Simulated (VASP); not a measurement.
# ScInS3 (P4mm) in VASP: notebook

ScInS3 is run at these levels: PBE; tasks: single point.

All numbers are computed with VASP 6.6.1; they aren't measurements. Logs are shortened: lines on timing, memory, paths and dates and some standing lists are left out, and cuts for length are marked.

## (1) The cell of the first run

It takes space group P4mm (No. 99, tetragonal). Conventional cell: a = 4.355 Å, b = 4.355 Å, c = 5.868 Å, α = 90.00°, β = 90.00°, γ = 90.00°. Within 4.4 Å of Sc (site symmetry 4mm) lie 12 S at 3.17 to 3.73 Å and 4 In at 3.52 Å and 4 Sc at 4.36 Å. Within 3.2 Å of In (site symmetry 4mm) lie 5 S at 2.46 to 2.55 Å. S (site symmetry 2mm) has 2 In at 2.55 Å and 6 S at 3.01 to 3.08 Å within 3.4 Å. S (site symmetry 4mm) has 1 In at 2.46 Å and 4 S at 3.01 Å and 4 Sc at 3.17 Å within 3.2 Å.

The cell was built from a structure type or drawn by symmetry, and may not be a known phase.

## (2) Single point, PBE

File INCAR:

```
SYSTEM = ScInS3
  PREC = Accurate
  ENCUT = 520
  EDIFF = 1E-7
  ISMEAR = 0
  SIGMA = 0.1
  LREAL = .False.
  LASPH = .True.
  NELM = 100
  ALGO = Normal
  ISIF = 2
  LWAVE = .False.
  LCHARG = .False.
  GGA = PE
  NBANDS = 29
```

File KPOINTS:

```
Automatic mesh
0
Gamma
  4 4 4
  0 0 0
```

File POSCAR:

```
ScInS3
1.0
    4.3554606300      0.0000000000      0.0000000000
    0.0000000000      4.3554606300      0.0000000000
    0.0000000000      0.0000000000      5.8679577200
Sc In S
1 1 3
Direct
    0.5000000000      0.5000000000      0.7217770800
    0.0000000000      0.0000000000      0.0108211200
    0.5000000000      0.0000000000      0.2377544000
    0.0000000000      0.5000000000      0.2377544000
    0.0000000000      0.0000000000      0.5922929600
```

Potentials or basis: VASP PAW PBE potentials, release 64 (Sc_sv, In_d, S).

Started as:

```sh
$ cat potpaw_PBE.64/Sc_sv/POTCAR potpaw_PBE.64/In_d/POTCAR potpaw_PBE.64/S/POTCAR > POTCAR
$ mpirun -np 1 vasp_std > vasp.out
```

OUTCAR:

```text
SYSTEM = ScInS3
   PREC = Accurate
   ENCUT = 520
   EDIFF = 1E-7
   ISMEAR = 0
   LREAL = .False.
   LASPH = .True.
   NELM = 100
   ISIF = 2
   GGA = PE

 ion  position               nearest neighbor table
   1  0.500  0.500  0.722-   2 3.52   2 3.52   2 3.52   2 3.52
   2  0.000  0.000  0.011-   5 2.46   4 2.55   3 2.55   4 2.55   3 2.55   1 3.52   1 3.52   1 3.52
                             1 3.52
   3  0.500  0.000  0.238-   2 2.55   2 2.55
   4  0.000  0.500  0.238-   2 2.55   2 2.55
   5  0.000  0.000  0.592-   2 2.46

  LATTYP: Found a simple tetragonal cell.
 ALAT       =     4.3554606300
 C/A-ratio  =     1.3472645533

  Lattice vectors:

 A1 = (   4.3554606300,   0.0000000000,   0.0000000000)
 A2 = (   0.0000000000,   4.3554606300,   0.0000000000)
 A3 = (   0.0000000000,   0.0000000000,   5.8679577200)

Analysis of symmetry for initial positions (statically):
=====================================================================
 Subroutine PRICEL returns:
 Original cell was already a primitive cell.

 Routine SETGRP: Setting up the symmetry group for a
 simple tetragonal supercell.

 Subroutine GETGRP returns: Found  8 space group operations
 (whereof  8 operations were pure point group operations)
 out of a pool of 16 trial point group operations.

The static configuration has the point symmetry C_4v.

Analysis of symmetry for dynamics (positions and initial velocities):
=====================================================================
 Subroutine PRICEL returns:
 Original cell was already a primitive cell.

 Routine SETGRP: Setting up the symmetry group for a
 simple tetragonal supercell.

 Subroutine GETGRP returns: Found  8 space group operations
 (whereof  8 operations were pure point group operations)
 out of a pool of 16 trial point group operations.

The dynamic configuration has the point symmetry C_4v.

 Subroutine INISYM returns: Found  8 space group operations
 (whereof  8 operations are pure point group operations),
 and found     1 'primitive' translations

----------------------------------------------------------------------------------------

                                     Primitive cell

  volume of cell :     111.3154

  direct lattice vectors                    reciprocal lattice vectors
     4.355460630  0.000000000  0.000000000     0.229596841  0.000000000  0.000000000
     0.000000000  4.355460630  0.000000000     0.000000000  0.229596841  0.000000000
     0.000000000  0.000000000  5.867957720     0.000000000  0.000000000  0.170417042

  length of vectors
     4.355460630  4.355460630  5.867957720     0.229596841  0.229596841  0.170417042

  position of ions in fractional coordinates (direct lattice)
     0.500000000  0.500000000  0.721777080
     0.000000000  0.000000000  0.010821120
     0.500000000  0.000000000  0.237754400
     0.000000000  0.500000000  0.237754400
     0.000000000  0.000000000  0.592292960

  ion indices of the primitive-cell ions
   primitive index   ion index
                 1           1
                 2           2
                 3           3
                 4           4
                 5           5

----------------------------------------------------------------------------------------

 KPOINTS: Automatic mesh

Automatic generation of k-mesh.
 Grid dimensions read from file:
 generate k-points for:    4    4    4

 Generating k-lattice:

  Cartesian coordinates                     Fractional coordinates (reciprocal lattice)
     0.057399210  0.000000000  0.000000000     0.250000000  0.000000000  0.000000000
     0.000000000  0.057399210  0.000000000     0.000000000  0.250000000  0.000000000
     0.000000000  0.000000000  0.042604261     0.000000000  0.000000000  0.250000000

  Length of vectors
     0.057399210  0.057399210  0.042604261

  Shift w.r.t. Gamma in fractional coordinates (k-lattice)
     0.000000000  0.000000000  0.000000000

 Subroutine IBZKPT returns following result:
 ===========================================

 Found     18 irreducible k-points:

 Following reciprocal coordinates:
            Coordinates               Weight
  0.000000  0.000000  0.000000      1.000000
  0.250000  0.000000  0.000000      4.000000
  0.500000  0.000000  0.000000      2.000000
  0.250000  0.250000  0.000000      4.000000
  0.500000  0.250000  0.000000      4.000000
  0.500000  0.500000  0.000000      1.000000
[... 10 lines left out ...]
  0.500000  0.250000  0.500000      4.000000
  0.500000  0.500000  0.500000      1.000000
   k-points           NKPTS =     18   k-points in BZ     NKDIM =     18   number of bands    NBANDS=     29
   number of dos      NEDOS =    301   number of ions     NIONS =      5
   total plane-waves  NPLWV =  49152
   dimension x,y,z NGX =    32 NGY =   32 NGZ =   48
   dimension x,y,z NGXF=    64 NGYF=   64 NGZF=   96
   ions per type =               1   1   3
   NGX,Y,Z   is equivalent  to a cutoff of  12.21, 12.21, 13.60 a.u.
   NGXF,Y,Z  is equivalent  to a cutoff of  24.43, 24.43, 27.20 a.u.
 SYSTEM =  ScInS3
   PREC   = accura    normal or accurate (medium, high low for compatibility)
   ISTART =      0    job   : 0-new  1-cont  2-samecut
   ICHARG =      2    charge: 1-file 2-atom 10-const
   ISPIN  =      1    spin polarized calculation?
   LNONCOLLINEAR =      F non collinear calculations
   LSORBIT =      F    spin-orbit coupling
   LASPH  =      T    aspherical Exc in radial PAW
   ENCUT  =  520.0 eV  38.22 Ry    6.18 a.u.   8.10  8.10 10.91*2*pi/ulx,y,z
   NELM   =    100;   NELMIN=  2; NELMDL= -5     # of ELM steps
   EDIFF  = 0.1E-06   stopping-criterion for ELM
   LREAL  =      F    real-space projection
   EDIFFG = 0.1E-05   stopping-criterion for IOM
   NSW    =      0    number of steps for IOM
   IBRION =     -1    ionic relax: 0-MD 1-quasi-New 2-CG
   NFREE  =      0    steps in history (QN), initial steepest desc. (CG)
   ISIF   =      2    stress and relaxation
   ISYM   =      2    0-nonsym 1-usesym 2-fastsym
   POTIM  = 0.5000    time-step for ionic-motion
   TEBEG  =    0.0;   TEEND  =   0.0 temperature during run
   PSTRESS=    0.0 pullay stress
   NELECT =      42.0000    total number of electrons
   NUPDOWN=      -1.0000    fix difference up-down
   EMIN   =  10.00;   EMAX   =-10.00  energy-range for DOS
   EFERMI =   0.00;   METHOD = LEGACY
   ISMEAR =     0;   SIGMA  =   0.10  broadening in eV -4-tet -1-fermi 0-gaus
   EFERMI_NEDOS =   21; number of points for ismear=-14 and -15
   IALGO  =     38    algorithm
   IMIX   =      4    mixing-type and parameters
     AMIX     =   0.40;   BMIX     =  1.00
     AMIX_MAG =   1.60;   BMIX_MAG =  1.00
  volume/ion in A,a.u.               =      22.26       150.24
  Fermi-wavevector in a.u.,A,eV,Ry     =   1.182968  2.235485 19.040163  1.399412
  Thomas-Fermi vector in A             =   2.319211
   LORBIT       =      0    0 simple, 1 ext, 2 COOP (PROOUT), +10 PAW based schemes
   GGA     = PE    functional components
   LHFCALC =     F    Hartree Fock is set to
   AEXX    =    0.0000 exact exchange contribution
   IVDW    =     0    specifies the selected vdW correction
   LEPSILON=     F    determine dielectric tensor
   LRPA    =     F    only Hartree local field effects (RPA)
 non-spin polarized calculation
 Gauss-broadening in eV      SIGMA  =   0.10
  energy-cutoff  :      520.00
  volume of cell :      111.32
 maximum number of plane-waves:      3024
   NGX = 17   NGY = 17   NGZ = 21

 number of electron      41.9999978 magnetization

 Free energy of the ion-electron system (eV)
  ---------------------------------------------------
  ext. energy  EPLUGINS =         0.00000000
  ---------------------------------------------------
  free energy    TOTEN  =       -21.09470749 eV

  energy without entropy =      -21.06948483  energy(sigma->0) =      -21.08209616

 E-fermi :   5.8604     XC(G=0):  -9.7932

 val. band max:        5.8467758620   @ k =   0.5000   0.5000   0.5000
 cond. band min:       5.8775015812   @ k =   0.5000   0.5000   0.5000
 fundamental gap:      0.0307257192
 Fermi energy:         5.8604137144

 k-point     1 :       0.0000    0.0000    0.0000
  band No.  band energies     occupation
      1     -45.7885      2.00000
      2     -24.4625      2.00000
      3     -24.3174      2.00000
      4     -24.3174      2.00000
      5      -9.4837      2.00000
      6      -9.3860      2.00000
[... 21 lines left out ...]
     28       6.9239      0.00000
     29       9.5461      0.00000

 k-point     2 :       0.2500    0.0000    0.0000
  band No.  band energies     occupation
      1     -45.7883      2.00000
      2     -24.4622      2.00000
      3     -24.3217      2.00000
      4     -24.3170      2.00000
      5      -9.4664      2.00000
      6      -9.3688      2.00000
[... 21 lines left out ...]
     28       7.6874      0.00000
     29       9.6574      0.00000

 k-point     3 :       0.5000    0.0000    0.0000
  band No.  band energies     occupation
      1     -45.7882      2.00000
      2     -24.4618      2.00000
      3     -24.3259      2.00000
      4     -24.3166      2.00000
      5      -9.4494      2.00000
      6      -9.3664      2.00000
[... 21 lines left out ...]
     28       8.6066      0.00000
     29       9.5105      0.00000

 k-point     4 :       0.2500    0.2500    0.0000
  band No.  band energies     occupation
      1     -45.7882      2.00000
      2     -24.4618      2.00000
      3     -24.3213      2.00000
      4     -24.3210      2.00000
      5      -9.4536      2.00000
      6      -9.3559      2.00000
[... 405 lines left out ...]
     28       7.9925      0.00000
     29       9.8614      0.00000

 k-point    17 :       0.5000    0.2500    0.5000
  band No.  band energies     occupation
      1     -45.7880      2.00000
      2     -24.4616      2.00000
      3     -24.3253      2.00000
      4     -24.3206      2.00000
      5      -9.3820      2.00000
      6      -9.3687      2.00000
[... 21 lines left out ...]
     28       7.3829      0.00000
     29       9.2216      0.00000

 k-point    18 :       0.5000    0.5000    0.5000
  band No.  band energies     occupation
      1     -45.7879      2.00000
      2     -24.4613      2.00000
      3     -24.3246      2.00000
      4     -24.3246      2.00000
      5      -9.3612      2.00000
      6      -9.3612      2.00000
[... 21 lines left out ...]
     28       6.9103      0.00000
     29       9.5435      0.00000

------------------------ aborting loop because EDIFF is reached ----------------------------------------

  FORCE on cell =-STRESS in cart. coord.  units (eV):
  Direction    XX          YY          ZZ          XY          YZ          ZX
  --------------------------------------------------------------------------------------
  -------------------------------------------------------------------------------------
  Total        0.9358867      0.9358867     -2.1191060      0.0000000     -0.0000000      0.0000000
  in kB       13.4703449     13.4703449    -30.5005801      0.0000000     -0.0000000      0.0000000
  external PRESSURE =      -1.1866301 kB  Pullay stress =       0.0000000 kB

 VOLUME and BASIS-vectors are now :
 -----------------------------------------------------------------------------
  energy-cutoff  :      520.00
  volume of cell :      111.32
      direct lattice vectors                 reciprocal lattice vectors
     4.355460630  0.000000000  0.000000000     0.229596841  0.000000000  0.000000000
     0.000000000  4.355460630  0.000000000     0.000000000  0.229596841  0.000000000
     0.000000000  0.000000000  5.867957720     0.000000000  0.000000000  0.170417042

 POSITION                                       TOTAL-FORCE (eV/Angst)
 -----------------------------------------------------------------------------------
      2.17773      2.17773      4.23536         0.000000      0.000000     -1.161291
      0.00000      0.00000      0.06350        -0.000000     -0.000000      0.636852
      2.17773      0.00000      1.39513        -0.000000     -0.000000     -0.672303
      0.00000      2.17773      1.39513         0.000000     -0.000000     -0.672303
      0.00000      0.00000      3.47555         0.000000     -0.000000      1.869045
 -----------------------------------------------------------------------------------
    total drift:                                0.000000     -0.000000      0.000554

  FREE ENERGIE OF THE ION-ELECTRON SYSTEM (eV)
  ---------------------------------------------------
  free  energy   TOTEN  =       -21.0947074887 eV

  energy  without entropy=      -21.0694848337  energy(sigma->0) =      -21.08209616
```

Run time: 54 s. Hardware: 1 thread of Intel Xeon Platinum 8259CL at 2.50GHz (Skylake/Cascade Lake), shared host; peak memory 0.24 GiB.

Results:

```yaml
Free_energy: -21.0947 eV
Pressure: -0.1 GPa
Largest_force: 1.869 eV/Å
Band_gap_on_the_k_mesh: zero (bands 21 and 22 overlap by 0.90 eV)
```

Forces on the atoms (eV/Å):
```
Sc   0.000  0.000 -1.161
In   0.000  0.000  0.637
S    0.000  0.000 -0.672
S    0.000  0.000 -0.672
S    0.000  0.000  1.869
```

Caveat: the k points lie up to 0.36 Å⁻¹ apart, too coarse for converged energies and pressures of a metal; spin-orbit coupling is left out, which moves the levels of the heavy elements; forces of over 1 eV/Å act on the atoms, so gaps and moduli don't describe the material at rest.

(Continued in part 2 of 2.)
